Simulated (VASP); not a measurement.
# CuO in VASP: a series of runs

CuO is run at these levels: PBE; tasks: single point.

All numbers are computed with VASP 6.6.1; they aren't measurements. Logs are shortened: lines on timing, memory, paths and dates and some standing lists are left out, and cuts for length are marked.

### 1 The cell of the first run

The typed cell holds 4 atoms: a = 2.880 Å, b = 2.880 Å, c = 5.176 Å, α = 89.81°, β = 89.81°, γ = 89.22°.

### 2 Single point, PBE

INCAR

```
SYSTEM = CuO
  PREC = Accurate
  ENCUT = 520
  EDIFF = 1E-6
  ISMEAR = -1
  SIGMA = 0.05
  LREAL = .FALSE.
  LASPH = .TRUE.
  NELM = 80
  ALGO = Normal
  ISIF = 2
  LWAVE = .FALSE.
  LCHARG = .FALSE.
  GGA = PE
  NBANDS = 25
```

KPOINTS

```
regular mesh
0
G
  9 9 5
  0 0 0
```

POSCAR

```
CuO
1.0
    2.8795009639      0.0000000000      0.0000000000
    0.0390727580      2.8792794796      0.0000000000
    0.0174953863      0.0172449008      5.1763391994
Cu O
2 2
Direct
    0.0000000000      0.5000000000      0.0000000000
    0.5000000000      0.0000000000      0.5000000000
    0.9984239700      0.0016717800      0.7498871000
    0.0015760300      0.9983282200      0.2501129000
```

Potentials or basis: VASP PAW PBE potentials, release 64 (Cu, O).

The run is started by

```bash
cat potpaw_PBE.64/Cu/POTCAR potpaw_PBE.64/O/POTCAR > POTCAR
mpirun -np 1 vasp_std > vasp.out
```

OUTCAR:

```text
SYSTEM = CuO
   PREC = Accurate
   ENCUT = 520
   EDIFF = 1E-6
   ISMEAR = -1
   LREAL = .FALSE.
   LASPH = .TRUE.
   NELM = 80
   ISIF = 2
   GGA = PE

 ion  position               nearest neighbor table
   1  0.000  0.500  0.000-   3 1.94   4 1.94   3 1.94   4 1.94
   2  0.500  0.000  0.500-   3 1.94   4 1.94   4 1.94   3 1.94
   3  0.998  0.002  0.750-   2 1.94   2 1.94   1 1.94   1 1.94
   4  0.002  0.998  0.250-   2 1.94   2 1.94   1 1.94   1 1.94

  LATTYP: Found a base centered monoclinic cell.
 ALAT       =    11.1169163425
 B/A-ratio  =     0.3638182808
 C/A-ratio  =     0.4656324948
 COS(beta)  =    -0.9295148209

  Lattice vectors:

 A1 = (   2.8620055776,  -0.0172449008,  -5.1763391994)
 A2 = (   0.0215773717,   2.8620345788,  -5.1763391994)
 A3 = (   0.0174953863,   0.0172449008,   5.1763391994)

Analysis of symmetry for initial positions (statically):
=====================================================================
 Subroutine PRICEL returns:
 Original cell was already a primitive cell.

 Routine SETGRP: Setting up the symmetry group for a
 base centered monoclinic supercell.

 Subroutine GETGRP returns: Found  2 space group operations
 (whereof  2 operations were pure point group operations)
 out of a pool of  4 trial point group operations.

The static configuration has the point symmetry S_2 .

Analysis of symmetry for dynamics (positions and initial velocities):
=====================================================================
 Subroutine PRICEL returns:
 Original cell was already a primitive cell.

 Routine SETGRP: Setting up the symmetry group for a
 base centered monoclinic supercell.

 Subroutine GETGRP returns: Found  2 space group operations
 (whereof  2 operations were pure point group operations)
 out of a pool of  4 trial point group operations.

The dynamic configuration has the point symmetry S_2 .

 Subroutine INISYM returns: Found  2 space group operations
 (whereof  2 operations are pure point group operations),
 and found     1 'primitive' translations

----------------------------------------------------------------------------------------

                                     Primitive cell

  volume of cell :      42.9164

  direct lattice vectors                    reciprocal lattice vectors
     2.879500964  0.000000000  0.000000000     0.347282398 -0.004712735 -0.001158071
     0.039072758  2.879279480  0.000000000     0.000000000  0.347309112 -0.001157055
     0.017495386  0.017244901  5.176339199     0.000000000  0.000000000  0.193186722

  length of vectors
     2.879500964  2.879544582  5.176397491     0.347316304  0.347311040  0.193186722

  position of ions in fractional coordinates (direct lattice)
     1.000000000  0.500000000  0.000000000
     0.500000000  0.000000000  0.500000000
     0.998423970  0.001671780  0.749887100
     0.001576030  0.998328220  0.250112900

  ion indices of the primitive-cell ions
   primitive index   ion index
                 1           1
                 2           2
                 3           3
                 4           4

----------------------------------------------------------------------------------------

 KPOINTS: regular mesh

Automatic generation of k-mesh.
 Grid dimensions read from file:
 generate k-points for:    9    9    5

 Generating k-lattice:

  Cartesian coordinates                     Fractional coordinates (reciprocal lattice)
     0.038586933 -0.000523637 -0.000128675     0.111111111 -0.000000000 -0.000000000
     0.000000000  0.038589901 -0.000128562     0.000000000  0.111111111 -0.000000000
     0.000000000  0.000000000  0.038637344     0.000000000  0.000000000  0.200000000

  Length of vectors
     0.038590700  0.038590116  0.038637344

  Shift w.r.t. Gamma in fractional coordinates (k-lattice)
     0.000000000  0.000000000  0.000000000

 Subroutine IBZKPT returns following result:
 ===========================================

 Found    203 irreducible k-points:

 Following reciprocal coordinates:
            Coordinates               Weight
  0.000000  0.000000  0.000000      1.000000
  0.111111  0.000000 -0.000000      2.000000
  0.000000 -0.111111  0.000000      2.000000
  0.222222 -0.000000 -0.000000      2.000000
  0.000000 -0.222222  0.000000      2.000000
  0.333333  0.000000 -0.000000      2.000000
[... 16 lines left out ...]
 -0.111111  0.111111 -0.000000      2.000000
  0.222222  0.222222 -0.000000      2.000000
 [... further k-points ...]
   k-points           NKPTS =    203   k-points in BZ     NKDIM =    203   number of bands    NBANDS=     25
   number of dos      NEDOS =    301   number of ions     NIONS =      4
   total plane-waves  NPLWV =  23040
   dimension x,y,z NGX =    24 NGY =   24 NGZ =   40
   dimension x,y,z NGXF=    48 NGYF=   48 NGZF=   80
   ions per type =               2   2
   NGX,Y,Z   is equivalent  to a cutoff of  13.86, 13.86, 12.85 a.u.
   NGXF,Y,Z  is equivalent  to a cutoff of  27.71, 27.71, 25.69 a.u.
 SYSTEM =  CuO
   PREC   = accura    normal or accurate (medium, high low for compatibility)
   ISTART =      0    job   : 0-new  1-cont  2-samecut
   ICHARG =      2    charge: 1-file 2-atom 10-const
   ISPIN  =      1    spin polarized calculation?
   LNONCOLLINEAR =      F non collinear calculations
   LSORBIT =      F    spin-orbit coupling
   LASPH  =      T    aspherical Exc in radial PAW
   ENCUT  =  520.0 eV  38.22 Ry    6.18 a.u.   5.35  5.35  9.62*2*pi/ulx,y,z
   NELM   =     80;   NELMIN=  2; NELMDL= -5     # of ELM steps
   EDIFF  = 0.1E-05   stopping-criterion for ELM
   LREAL  =      F    real-space projection
   EDIFFG = 0.1E-04   stopping-criterion for IOM
   NSW    =      0    number of steps for IOM
   IBRION =     -1    ionic relax: 0-MD 1-quasi-New 2-CG
   NFREE  =      0    steps in history (QN), initial steepest desc. (CG)
   ISIF   =      2    stress and relaxation
   ISYM   =      2    0-nonsym 1-usesym 2-fastsym
   POTIM  = 0.5000    time-step for ionic-motion
   TEBEG  =    0.0;   TEEND  =   0.0 temperature during run
   PSTRESS=    0.0 pullay stress
   NELECT =      34.0000    total number of electrons
   NUPDOWN=      -1.0000    fix difference up-down
   EMIN   =  10.00;   EMAX   =-10.00  energy-range for DOS
   EFERMI =   0.00;   METHOD = LEGACY
   ISMEAR =    -1;   SIGMA  =   0.05  broadening in eV -4-tet -1-fermi 0-gaus
   EFERMI_NEDOS =   21; number of points for ismear=-14 and -15
   IALGO  =     38    algorithm
   IMIX   =      4    mixing-type and parameters
     AMIX     =   0.40;   BMIX     =  1.00
     AMIX_MAG =   1.60;   BMIX_MAG =  1.00
  volume/ion in A,a.u.               =      10.73        72.40
  Fermi-wavevector in a.u.,A,eV,Ry     =   1.514816  2.862587 31.220846  2.294667
  Thomas-Fermi vector in A             =   2.624423
   LORBIT       =      0    0 simple, 1 ext, 2 COOP (PROOUT), +10 PAW based schemes
   GGA     = PE    functional components
   LHFCALC =     F    Hartree Fock is set to
   AEXX    =    0.0000 exact exchange contribution
   IVDW    =     0    specifies the selected vdW correction
   LEPSILON=     F    determine dielectric tensor
   LRPA    =     F    only Hartree local field effects (RPA)
 non-spin polarized calculation
  energy-cutoff  :      520.00
  volume of cell :       42.92
 maximum number of plane-waves:      1171
 NGX is ok and might be reduce to    24
   NGX = 11   NGY = 11   NGZ = 19

 number of electron      33.9999982 magnetization

 Free energy of the ion-electron system (eV)
  ---------------------------------------------------
  ext. energy  EPLUGINS =         0.00000000
  ---------------------------------------------------
  free energy    TOTEN  =       -19.69143924 eV

  energy without entropy =      -19.67209499  energy(sigma->0) =      -19.68176711

 E-fermi :   5.2580     XC(G=0): -11.5050

 val. band max:        5.2445586655   @ k =   0.4444   0.4444   0.4000
 cond. band min:       5.2822502985   @ k =  -0.2222   0.1111   0.0000
 fundamental gap:      0.0376916330
 Fermi energy:         5.2579877373

 k-point     1 :       0.0000    0.0000    0.0000
  band No.  band energies     occupation
      1     -14.7390      2.00000
      2     -13.4352      2.00000
      3      -3.0960      2.00000
      4      -0.2799      2.00000
      5      -0.2522      2.00000
      6       1.3931      2.00000
[... 17 lines left out ...]
     24      20.1149      0.00000
     25      20.3754      0.00000

 k-point     2 :       0.1111    0.0000   -0.0000
  band No.  band energies     occupation
      1     -14.6685      2.00000
      2     -13.4119      2.00000
      3      -2.9760      2.00000
      4      -0.3518      2.00000
      5      -0.2269      2.00000
      6       0.7895      2.00000
[... 17 lines left out ...]
     24      20.3259      0.00000
     25      20.4582      0.00000

 k-point     3 :       0.0000   -0.1111    0.0000
  band No.  band energies     occupation
      1     -14.6685      2.00000
      2     -13.4118      2.00000
      3      -2.9762      2.00000
      4      -0.3458      2.00000
      5      -0.2336      2.00000
      6       0.7901      2.00000
[... 17 lines left out ...]
     24      20.3291      0.00000
     25      20.5973      0.00000

 k-point     4 :       0.2222   -0.0000   -0.0000
  band No.  band energies     occupation
      1     -14.4830      2.00000
      2     -13.3523      2.00000
      3      -2.6568      2.00000
      4      -0.5025      2.00000
      5      -0.3412      2.00000
      6      -0.1385      2.00000
[... 17 lines left out ...]
     24      20.3315      0.00000
     25      20.7617      0.00000
[... 477 lines left out ...]
 k-point    22 :      -0.1111    0.2222   -0.0000
  band No.  band energies     occupation
      1     -14.4140      2.00000
      2     -13.3305      2.00000
      3      -2.5343      2.00000
      4      -0.4740      2.00000
      5      -0.3229      2.00000
      6      -0.2100      2.00000
[... 17 lines left out ...]
     24      18.8300      0.00000
     25      20.5494      0.00000

 k-point    23 :      -0.1111    0.1111   -0.0000
  band No.  band energies     occupation
      1     -14.5977      2.00000
      2     -13.3888      2.00000
      3      -2.8548      2.00000
      4      -0.3567      2.00000
      5      -0.2706      2.00000
      6       0.6597      2.00000
[... 17 lines left out ...]
     24      19.0863      0.00000
     25      20.5252      0.00000

 k-point    24 :       0.2222    0.2222   -0.0000
  band No.  band energies     occupation
      1     -14.2396      2.00000
      2     -13.2797      2.00000
      3      -2.2137      2.00000
      4      -0.4407      2.00000
      5      -0.3579      2.00000
      6      -0.2389      2.00000
[... 17 lines left out ...]
     24      17.5124      0.00000
     25      20.9777      0.00000

 [... further k-points ...]

------------------------ aborting loop because EDIFF is reached ----------------------------------------

  FORCE on cell =-STRESS in cart. coord.  units (eV):
  Direction    XX          YY          ZZ          XY          YZ          ZX
  --------------------------------------------------------------------------------------
  -------------------------------------------------------------------------------------
  Total        1.8871727      1.8727609      1.5168376     -0.0085536      0.0053863      0.0014472
  in kB       70.4528328     69.9148034     56.6273053     -0.3193262      0.2010833      0.0540282
  external PRESSURE =      65.6649805 kB  Pullay stress =       0.0000000 kB

 VOLUME and BASIS-vectors are now :
 -----------------------------------------------------------------------------
  energy-cutoff  :      520.00
  volume of cell :       42.92
      direct lattice vectors                 reciprocal lattice vectors
     2.879500964  0.000000000  0.000000000     0.347282398 -0.004712735 -0.001158071
     0.039072758  2.879279480  0.000000000     0.000000000  0.347309112 -0.001157055
     0.017495386  0.017244901  5.176339199     0.000000000  0.000000000  0.193186722

 POSITION                                       TOTAL-FORCE (eV/Angst)
 -----------------------------------------------------------------------------------
      0.01954      1.43964      0.00000        -0.000000      0.000000      0.000000
      1.44850      0.00862      2.58817         0.000000      0.000000      0.000000
      2.88815      0.01775      3.88167         0.002788     -0.004381      0.011167
      0.04792      2.87878      1.29467        -0.002788      0.004381     -0.011167
 -----------------------------------------------------------------------------------
    total drift:                                0.000000     -0.000000     -0.000000

  FREE ENERGIE OF THE ION-ELECTRON SYSTEM (eV)
  ---------------------------------------------------
  free  energy   TOTEN  =       -19.6914392393 eV

  energy  without entropy=      -19.6720949864  energy(sigma->0) =      -19.68176711
```

It took 1.8 min on 1 thread of Intel Xeon Platinum 8488C (Sapphire Rapids), shared host; peak memory 0.3 GiB.

What came out:

```
Free energy            : -19.6914 eV
Pressure               : 6.6 GPa
Largest force          : 0.012 eV/Å
Band gap on the k mesh : zero (band 17 reaches 5.93 eV, above the bottom of band 18 at 4.99 eV)
```

Forces in eV/Å, atoms in the order of the input:
```
Cu   0.000  0.000  0.000
Cu   0.000  0.000  0.000
O    0.003 -0.004  0.011
O   -0.003  0.004 -0.011
```

Stress tensor (GPa, compression positive):
```
 7.05 -0.03  0.01
-0.03  6.99  0.02
 0.01  0.02  5.66
```

Caveat: semilocal functionals often make such compounds metallic where correlation or magnetic order opens a gap, which also shifts bond lengths. With open d or f shells a metallic result of PBE can be an artefact of self-interaction; +U or a hybrid may open a gap.

### 3 Single point, PBE (atoms moved at random)

INCAR

```
SYSTEM = CuO
PREC = Accurate
ENCUT = 520
EDIFF = 1E-7
ISMEAR = -1
SIGMA = 0.05
LREAL = .False.
LASPH = .True.
NELM = 60
ALGO = Normal
ISIF = 2
LWAVE = .False.
LCHARG = .False.
GGA = PE
NBANDS = 25
```

KPOINTS

```
Automatic mesh
0
Gamma
  9 9 5
  0 0 0
```

POSCAR

```
CuO
1.0
    2.8795009639      0.0000000000      0.0000000000
    0.0390727580      2.8792794796      0.0000000000
    0.0174953863      0.0172449008      5.1763391994
Cu O
2 2
Direct
   -0.0130100000      0.5065550000     -0.0001290000
    0.4863870000      0.0009910000      0.5025370000
    0.9959260000     -0.0093790000      0.7470280000
    0.0000390000      0.9917150000      0.2500130000
```

Potentials or basis: VASP PAW PBE potentials, release 64 (Cu, O).

The run is started by

```bash
cat potpaw_PBE.64/Cu/POTCAR potpaw_PBE.64/O/POTCAR > POTCAR
mpirun -np 1 vasp_std > vasp.out
```

OUTCAR:

```text
SYSTEM = CuO
   PREC = Accurate
   ENCUT = 520
   EDIFF = 1E-7
   ISMEAR = -1
   LREAL = .False.
   LASPH = .True.
   NELM = 60
   ISIF = 2
   GGA = PE

 ion  position               nearest neighbor table
   1  0.987  0.507  1.000-   4 1.91   3 1.91   4 1.97   3 1.98
   2  0.486  0.001  0.503-   3 1.89   4 1.92   3 1.94   4 1.97
   3  0.996  0.991  0.747-   2 1.89   1 1.91   2 1.94   1 1.98
   4  0.000  0.992  0.250-   1 1.91   2 1.92   1 1.97   2 1.97

  LATTYP: Found a base centered monoclinic cell.
 ALAT       =    11.1169163425
 B/A-ratio  =     0.3638182808
[... 872 lines left out ...]
  --------------------------------------------------------------------------------------
  -------------------------------------------------------------------------------------
  Total        2.0358716      1.8646893      1.6791250      0.0274002     -0.0674577     -0.0257872
  in kB       76.0041304     69.6134716     62.6858954      1.0229173     -2.5183618     -0.9626994
  external PRESSURE =      69.4344991 kB  Pullay stress =       0.0000000 kB

 VOLUME and BASIS-vectors are now :
 -----------------------------------------------------------------------------
  energy-cutoff  :      520.00
  volume of cell :       42.92
      direct lattice vectors                 reciprocal lattice vectors
     2.879500964  0.000000000  0.000000000     0.347282398 -0.004712735 -0.001158071
     0.039072758  2.879279480  0.000000000     0.000000000  0.347309112 -0.001157055
     0.017495386  0.017244901  5.176339199     0.000000000  0.000000000  0.193186722

 POSITION                                       TOTAL-FORCE (eV/Angst)
 -----------------------------------------------------------------------------------
      2.87932      1.47576      5.17567         0.115084     -0.688789     -0.013549
      1.40938      0.01152      2.60130         0.552839     -0.105594     -0.333993
      2.91955      2.86516      3.86687        -0.345656      0.417145      0.299267
      0.04324      2.85974      1.29415        -0.322268      0.377238      0.048275
 -----------------------------------------------------------------------------------
    total drift:                                0.000958      0.000973      0.000101

  FREE ENERGIE OF THE ION-ELECTRON SYSTEM (eV)
  ---------------------------------------------------
  free  energy   TOTEN  =       -19.6590657543 eV

  energy  without entropy=      -19.6395788614  energy(sigma->0) =      -19.64932231
```

OSZICAR:

```text
N       E                     dE             d eps       ncg     rms          rms(c)
DAV:   1     0.298720570185E+03    0.29872E+03   -0.16335E+04 10662   0.212E+03
DAV:   2     0.120681797960E+02   -0.28665E+03   -0.26450E+03 10342   0.394E+02
DAV:   3    -0.247337476273E+02   -0.36802E+02   -0.34865E+02 12902   0.157E+02
DAV:   4    -0.259659847346E+02   -0.12322E+01   -0.12259E+01 12427   0.307E+01
DAV:   5    -0.259912951780E+02   -0.25310E-01   -0.25298E-01 13263   0.389E+00    0.178E+01
DAV:   6    -0.233265649569E+02    0.26647E+01   -0.38666E+01 14451   0.156E+02    0.135E+01
DAV:   7    -0.195849428610E+02    0.37416E+01   -0.10403E+01 12393   0.120E+02    0.261E+00
DAV:   8    -0.197005030972E+02   -0.11556E+00   -0.16756E+00 13704   0.114E+01    0.183E+00
DAV:   9    -0.197317137108E+02   -0.31211E-01   -0.47880E-01 14882   0.210E+01    0.305E+00
DAV:  10    -0.196676056805E+02    0.64108E-01   -0.31509E-01 14797   0.158E+01    0.582E-01
DAV:  11    -0.196593646145E+02    0.82411E-02   -0.13465E-02 16672   0.262E+00    0.312E-01
DAV:  12    -0.196589111812E+02    0.45343E-03   -0.40720E-03 15556   0.867E-01    0.132E-01
DAV:  13    -0.196590065172E+02   -0.95336E-04   -0.33301E-04 15324   0.268E-01    0.586E-02
DAV:  14    -0.196590618750E+02   -0.55358E-04   -0.85076E-05 13713   0.197E-01    0.125E-02
DAV:  15    -0.196590658277E+02   -0.39527E-05   -0.23129E-05 15495   0.490E-02    0.350E-03
DAV:  16    -0.196590657543E+02    0.73414E-07   -0.62797E-07 12266   0.125E-02
   1 F= -.19659066E+02 E0= -.19649322E+02  d E =-.194869E-01
```

Wall time 3 min (1 thread of Intel Xeon Platinum 8488C (Sapphire Rapids), shared host); peak memory 0.29 GiB.

Results:

- Free energy: -19.6591 eV
- Pressure: 6.9 GPa
- Largest force: 0.698 eV/Å
- Band gap on the k mesh: zero (band 17 reaches 5.90 eV, above the bottom of band 18 at 4.99 eV)

Forces on the atoms (eV/Å):
```
Cu   0.115 -0.689 -0.014
Cu   0.553 -0.106 -0.334
O   -0.346  0.417  0.299
O   -0.322  0.377  0.048
```

Caveat: the cell differs from its parent crystal (atoms moved at random); semilocal functionals often make such compounds metallic where correlation or magnetic order opens a gap, which also shifts bond lengths.

(Part 1 of 2 ends here.)
